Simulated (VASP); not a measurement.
# ZnSe (P4/nmm) in VASP: a series of runs, part 2 of 2

VASP 6.6.1. Earlier steps stand in the parts before.

**3. Single point, r2SCAN**

Contents of POSCAR:

```
ZnSe
1.0
    4.1077020000      0.0000000000      0.0000000000
    0.0000000000      4.1077020000      0.0000000000
    0.0000000000      0.0000000000      6.0703500000
Zn Se
2 2
Direct
    0.0000000000      0.0000000000      0.0000000000
    0.5000000000      0.5000000000      0.0000000000
    0.0000000000      0.5000000000      0.2462800000
    0.5000000000      0.0000000000      0.7537200000
```

Contents of INCAR.step1:

```
ALGO = Normal
EDIFF = 1E-4
ENCUT = 520
GGA = PE
ISMEAR = 0
LASPH = True
LCHARG = False
LREAL = False
LWAVE = True
NBANDS = 26
NELM = 60
PREC = Accurate
SIGMA = 0.01
```

Contents of INCAR.step2:

```
ALGO = Normal
EDIFF = 1E-7
ENCUT = 520
ISIF = 2
ISMEAR = 0
ISTART = 1
LASPH = True
LCHARG = True
LELF = True
LMIXTAU = True
LREAL = False
LVHAR = True
LWAVE = False
METAGGA = R2SCAN
NBANDS = 26
NELM = 60
PREC = Accurate
SIGMA = 0.01
```

Contents of KPOINTS:

```
k-points
0
Gamma
  4 4 3
```

Potentials or basis: VASP PAW PBE potentials, release 64 (Zn, Se).

Launch:

```sh
$ cat potpaw_PBE.64/Zn/POTCAR potpaw_PBE.64/Se/POTCAR > POTCAR
$ cp INCAR.step1 INCAR
$ mpirun -np 1 vasp_std > vasp.out
$ cp INCAR.step2 INCAR
$ mpirun -np 1 vasp_std > vasp.out
```

OUTCAR:

```text
EDIFF = 1E-7
   ENCUT = 520
   ISIF = 2
   ISMEAR = 0
   ISTART = 1
   LASPH = True
   LREAL = False
   METAGGA = R2SCAN
   NELM = 60
   PREC = Accurate

 ion  position               nearest neighbor table
   1  0.000  0.000  0.000-   3 2.54   4 2.54   3 2.54   4 2.54   2 2.90   2 2.90   2 2.90   2 2.90

   2  0.500  0.500  0.000-   3 2.54   4 2.54   4 2.54   3 2.54   1 2.90   1 2.90   1 2.90   1 2.90

   3  0.000  0.500  0.246-   1 2.54   2 2.54   1 2.54   2 2.54
   4  0.500  0.000  0.754-   1 2.54   2 2.54   2 2.54   1 2.54

  LATTYP: Found a simple tetragonal cell.
 ALAT       =     4.1077020000
 C/A-ratio  =     1.4777970749

  Lattice vectors:

 A1 = (   4.1077020000,   0.0000000000,   0.0000000000)
 A2 = (   0.0000000000,   4.1077020000,   0.0000000000)
 A3 = (   0.0000000000,   0.0000000000,   6.0703500000)

Analysis of symmetry for initial positions (statically):
=====================================================================
 Subroutine PRICEL returns:
 Original cell was already a primitive cell.

 Routine SETGRP: Setting up the symmetry group for a
 simple tetragonal supercell.

 Subroutine GETGRP returns: Found 16 space group operations
 (whereof  8 operations were pure point group operations)
 out of a pool of 16 trial point group operations.

The static configuration has the point symmetry D_2d.
 The point group associated with its full space group is D_4h.

Analysis of symmetry for dynamics (positions and initial velocities):
=====================================================================
 Subroutine PRICEL returns:
 Original cell was already a primitive cell.

 Routine SETGRP: Setting up the symmetry group for a
 simple tetragonal supercell.

 Subroutine GETGRP returns: Found 16 space group operations
 (whereof  8 operations were pure point group operations)
 out of a pool of 16 trial point group operations.

The dynamic configuration has the point symmetry D_2d.
 The point group associated with its full space group is D_4h.

 Subroutine INISYM returns: Found 16 space group operations
 (whereof  8 operations are pure point group operations),
 and found     1 'primitive' translations

----------------------------------------------------------------------------------------

                                     Primitive cell

  volume of cell :     102.4263

  direct lattice vectors                    reciprocal lattice vectors
     4.107702000  0.000000000  0.000000000     0.243445118  0.000000000  0.000000000
     0.000000000  4.107702000  0.000000000     0.000000000  0.243445118  0.000000000
     0.000000000  0.000000000  6.070350000     0.000000000  0.000000000  0.164735147

  length of vectors
     4.107702000  4.107702000  6.070350000     0.243445118  0.243445118  0.164735147

  position of ions in fractional coordinates (direct lattice)
     0.000000000  0.000000000  0.000000000
     0.500000000  0.500000000  0.000000000
     0.000000000  0.500000000  0.246280000
     0.500000000  0.000000000  0.753720000

  ion indices of the primitive-cell ions
   primitive index   ion index
                 1           1
[... 27 lines left out ...]

 Found     12 irreducible k-points:

 Following reciprocal coordinates:
            Coordinates               Weight
  0.000000  0.000000  0.000000      1.000000
  0.250000  0.000000  0.000000      4.000000
  0.500000  0.000000  0.000000      2.000000
  0.250000  0.250000  0.000000      4.000000
  0.500000  0.250000  0.000000      4.000000
  0.500000  0.500000  0.000000      1.000000
  0.000000  0.000000  0.333333      2.000000
  0.250000  0.000000  0.333333      8.000000
  0.500000  0.000000  0.333333      4.000000
  0.250000  0.250000  0.333333      8.000000
  0.500000  0.250000  0.333333      8.000000
  0.500000  0.500000  0.333333      2.000000
   k-points           NKPTS =     12   k-points in BZ     NKDIM =     12   number of bands    NBANDS=     26
   number of dos      NEDOS =    301   number of ions     NIONS =      4
   total plane-waves  NPLWV =  49152
   dimension x,y,z NGX =    32 NGY =   32 NGZ =   48
   dimension x,y,z NGXF=    64 NGYF=   64 NGZF=   96
   ions per type =               2   2
   NGX,Y,Z   is equivalent  to a cutoff of  12.95, 12.95, 13.15 a.u.
   NGXF,Y,Z  is equivalent  to a cutoff of  25.90, 25.90, 26.29 a.u.
 SYSTEM =  unknown system
   PREC   = accura    normal or accurate (medium, high low for compatibility)
   ISTART =      1    job   : 0-new  1-cont  2-samecut
   ICHARG =      0    charge: 1-file 2-atom 10-const
   ISPIN  =      1    spin polarized calculation?
   LNONCOLLINEAR =      F non collinear calculations
   LSORBIT =      F    spin-orbit coupling
   LASPH  =      T    aspherical Exc in radial PAW
   ENCUT  =  520.0 eV  38.22 Ry    6.18 a.u.   7.64  7.64 11.29*2*pi/ulx,y,z
   NELM   =     60;   NELMIN=  2; NELMDL=  0     # of ELM steps
   EDIFF  = 0.1E-06   stopping-criterion for ELM
   LREAL  =      F    real-space projection
   EDIFFG = 0.1E-05   stopping-criterion for IOM
   NSW    =      0    number of steps for IOM
   IBRION =     -1    ionic relax: 0-MD 1-quasi-New 2-CG
   NFREE  =      0    steps in history (QN), initial steepest desc. (CG)
   ISIF   =      2    stress and relaxation
   ISYM   =      2    0-nonsym 1-usesym 2-fastsym
   POTIM  = 0.5000    time-step for ionic-motion
   TEBEG  =    0.0;   TEEND  =   0.0 temperature during run
   PSTRESS=    0.0 pullay stress
   NELECT =      36.0000    total number of electrons
   NUPDOWN=      -1.0000    fix difference up-down
   EMIN   =  10.00;   EMAX   =-10.00  energy-range for DOS
   EFERMI =   0.00;   METHOD = LEGACY
   ISMEAR =     0;   SIGMA  =   0.01  broadening in eV -4-tet -1-fermi 0-gaus
   EFERMI_NEDOS =   21; number of points for ismear=-14 and -15
   IALGO  =     38    algorithm
   IMIX   =      4    mixing-type and parameters
     AMIX     =   0.40;   BMIX     =  1.00
     AMIX_MAG =   1.60;   BMIX_MAG =  1.00
  volume/ion in A,a.u.               =      25.61       172.80
  Fermi-wavevector in a.u.,A,eV,Ry     =   1.155328  2.183253 18.160809  1.334782
  Thomas-Fermi vector in A             =   2.291957
   LORBIT       =      0    0 simple, 1 ext, 2 COOP (PROOUT), +10 PAW based schemes
   METAGGA = R2SCAN    functional components
   LHFCALC =     F    Hartree Fock is set to
   AEXX    =    0.0000 exact exchange contribution
   IVDW    =     0    specifies the selected vdW correction
   LEPSILON=     F    determine dielectric tensor
   LRPA    =     F    only Hartree local field effects (RPA)
 non-spin polarized calculation
 Gauss-broadening in eV      SIGMA  =   0.01
  energy-cutoff  :      520.00
  volume of cell :      102.43
 maximum number of plane-waves:      2775
 NGX is ok and might be reduce to    32
   NGX = 15   NGY = 15   NGZ = 23

 number of electron      35.9999984 magnetization

 Free energy of the ion-electron system (eV)
  ---------------------------------------------------
  ext. energy  EPLUGINS =         0.00000000
  ---------------------------------------------------
  free energy    TOTEN  =       -48.98751411 eV

  energy without entropy =      -48.98751411  energy(sigma->0) =      -48.98751411

 E-fermi :   0.4025     XC(G=0):  -9.2020

 val. band max:        0.3226458968   @ k =   0.0000   0.0000   0.0000
 cond. band min:       2.7313730822   @ k =   0.0000   0.0000   0.0000
 fundamental gap:      2.4087271853
 Fermi energy:         0.4024755527

 k-point     1 :       0.0000    0.0000    0.0000
  band No.  band energies     occupation
      1     -13.0067      2.00000
      2     -12.0529      2.00000
      3      -6.5607      2.00000
      4      -6.5453      2.00000
      5      -6.4949      2.00000
      6      -6.4949      2.00000
[... 337 lines left out ...]
     25       9.7078      0.00000
     26       9.7078      0.00000

------------------------ aborting loop because EDIFF is reached ----------------------------------------

  FORCE on cell =-STRESS in cart. coord.  units (eV):
  Direction    XX          YY          ZZ          XY          YZ          ZX
  --------------------------------------------------------------------------------------
  -------------------------------------------------------------------------------------
  Total       -1.0776557     -1.0776557     -1.3737359      0.0000000      0.0000000      0.0000000
  in kB      -16.8569512    -16.8569512    -21.4883093      0.0000000      0.0000000      0.0000000
  external PRESSURE =     -18.4007372 kB  Pullay stress =       0.0000000 kB

 VOLUME and BASIS-vectors are now :
 -----------------------------------------------------------------------------
  energy-cutoff  :      520.00
  volume of cell :      102.43
      direct lattice vectors                 reciprocal lattice vectors
     4.107702000  0.000000000  0.000000000     0.243445118  0.000000000  0.000000000
     0.000000000  4.107702000  0.000000000     0.000000000  0.243445118  0.000000000
     0.000000000  0.000000000  6.070350000     0.000000000  0.000000000  0.164735147

 POSITION                                       TOTAL-FORCE (eV/Angst)
 -----------------------------------------------------------------------------------
      0.00000      0.00000      0.00000         0.000000     -0.000000      0.000000
      2.05385      2.05385      0.00000        -0.000000      0.000000      0.000000
      0.00000      2.05385      1.49501         0.000000      0.000000     -0.375138
      2.05385      0.00000      4.57534         0.000000      0.000000      0.375138
 -----------------------------------------------------------------------------------
    total drift:                                0.000000     -0.000000     -0.000000

  FREE ENERGIE OF THE ION-ELECTRON SYSTEM (eV)
  ---------------------------------------------------
  free  energy   TOTEN  =       -48.9875141138 eV

  energy  without entropy=      -48.9875141138  energy(sigma->0) =      -48.98751411
```

Wall time 3.4 min (1 thread of Intel Xeon 8259CL, shared host); peak memory 0.23 GiB.

Results:

```yaml
Free_energy: -48.9875 eV
Pressure: -1.8 GPa
Largest_force: 0.375 eV/Å
Band_gap_on_the_k_mesh: 2.41 eV
```

Forces on the atoms (eV/Å):
```
Zn   0.000  0.000  0.000
Zn   0.000  0.000  0.000
Se   0.000  0.000 -0.375
Se   0.000  0.000  0.375
```

Stress tensor (GPa, compression positive):
```
-1.69  0.00  0.00
 0.00 -1.69  0.00
 0.00  0.00 -2.15
```

Caveat: the PAW data sets were made with another functional, which shifts forces and pressure a little; an odd mesh through Γ misses points on the zone boundary, where band edges can lie.
